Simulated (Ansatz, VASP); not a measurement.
## PbS in VASP and in Ansatz

File INCAR:

```
SYSTEM = PbS
  PREC = Accurate
  ENCUT = 520
  EDIFF = 1E-6
  ISMEAR = -1
  SIGMA = 0.01
  LREAL = .FALSE.
  LASPH = .TRUE.
  NELM = 80
  ALGO = Normal
  ISIF = 2
  LWAVE = .FALSE.
  LCHARG = .TRUE.
  GGA = PE
  LELF = .TRUE.
  LVHAR = .TRUE.
  NBANDS = 28
```

KPOINTS

```
Automatic mesh
0
G
  7 7 3
  0 0 0
```

POSCAR

```
PbS
1.0
    2.9007586418     -2.8608060062      0.0000000000
    2.9007586418      2.8608060062      0.0000000000
   -1.0654529404      0.0000000000     11.5510369519
Pb S
2 2
Direct
    0.7756000000      0.7756000000      0.6363800000
    0.2244000000      0.2244000000      0.3636200000
    0.2684000000      0.2684000000      0.5986000000
    0.7316000000      0.7316000000      0.4014000000
```

Input for Ansatz:

```yaml
crystal:
  lattice:
    - [2.9007586418, -2.8608060062, 0.0]
    - [2.9007586418, 2.8608060062, 0.0]
    - [-1.0654529404, 0.0, 11.5510369519]
  atoms:
    - { symbol: Pb, position: [0.7756, 0.7756, 0.63638] }
    - { symbol: Pb, position: [0.2244, 0.2244, 0.36362] }
    - { symbol: S, position: [0.2684, 0.2684, 0.5986] }
    - { symbol: S, position: [0.7316, 0.7316, 0.4014] }
kpoints:
  mp_grid: { grid: [7, 7, 3] }
  band_path:
    path:
      - [0.0, 0.0, 0.0]
      - [-0.4952296494, 0.4952296494, 0.0]
      - [-0.5047703506, -0.4952296494, 0.0]
      - [-0.5, -0.5, 0.0]
      - [0.0, 0.0, 0.0]
      - [-0.5, -0.5, 0.5]
      - [-0.5160352562, -0.4839647438, 0.5]
      - [-0.4839647438, 0.4839647438, 0.5]
      - [0.0, 0.0, 0.5]
    npoints: 5
scf:
  occupations: { method: fermi_dirac, width: 0.01 }
hamiltonian:
  xc: pbe
  pseudopotentials: { kind: all_electron, lapw: { basis_error: 0.0005 } }
output:
  forces: true
  stress: true
  eigenvalues: true
```

Change from the starting cell: volume scaled by 0.96.

Alike in both runs: task single point; functional PBE; k mesh 7 × 7 × 3; occupations fermi-dirac, width 0.01 eV; no spin polarisation.

|  | VASP | Ansatz |
| --- | --- | --- |
| version | VASP 6.6.1 | Ansatz 0.2.0 |
| potentials or method | VASP PAW PBE potentials, release 64 (Pb_d, S), cutoff 520 eV | all-electron LAPW, scalar-relativistic |

|  | VASP | Ansatz | Ansatz less VASP |
| --- | --- | --- | --- |
| gap on the k mesh at the Fermi level (eV) | 1.20 | 1.20 | +0.004 |
| rms of the force components (eV/Å) | 0.046 | 0.044 | -0.0023 |

Atom by atom the forces differ by 0.002 eV/Å (rms over components). Ansatz ran all-electron here, and VASP with PAW potentials.

Spin-orbit coupling is off throughout.
